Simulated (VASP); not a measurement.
## Y2Pt: single point with PBE

Y2Pt, a sheet with vacuum:

```
CELL_PARAMETERS angstrom
5.13236 0.00000 0.00000
-2.56618 4.44475 0.00000
0.00000 0.00000 23.80000
ATOMIC_POSITIONS crystal
Y 0.33333 0.66667 0.29412
Y 0.66667 0.33333 0.29412
Pt 0.00000 0.00000 0.29412
```

* Program: VASP 6.6.1
* Task: single point
* Functional: PBE
* Potentials or basis: VASP PAW PBE potentials, release 64 (Y_sv, Pt)
* Cutoff: 520 eV
* k mesh: 12 × 12 × 1
* Occupations: gaussian, width 0.1 eV
* Spin: no spin polarisation

* Band gap on the k mesh: zero (band 16 reaches -2.33 eV, above the bottom of band 17 at -2.62 eV)

Levels at points of the mesh, in eV from the Fermi level:
```tsv
k point	band 12	band 13	band 14	band 15	band 16	band 17	band 18	band 19	band 20	band 21
(0.00, 0.00, 0.00)	-2.62	-2.62	-2.26	-0.02	-0.02	0.26	0.52	0.52	0.67	1.66
(0.50, 0.00, 0.00)	-2.87	-2.66	-2.00	-1.51	-0.38	-0.19	0.94	1.13	1.40	1.95
```

Wall time 8 min on 1 thread of Intel(R) Xeon(R) Platinum 8375C CPU @ 2.90GHz (Ice Lake), with other jobs on the host, peak memory 0.73 GiB.

Caveat: spin-orbit coupling is left out, which moves the levels of the heavy elements.
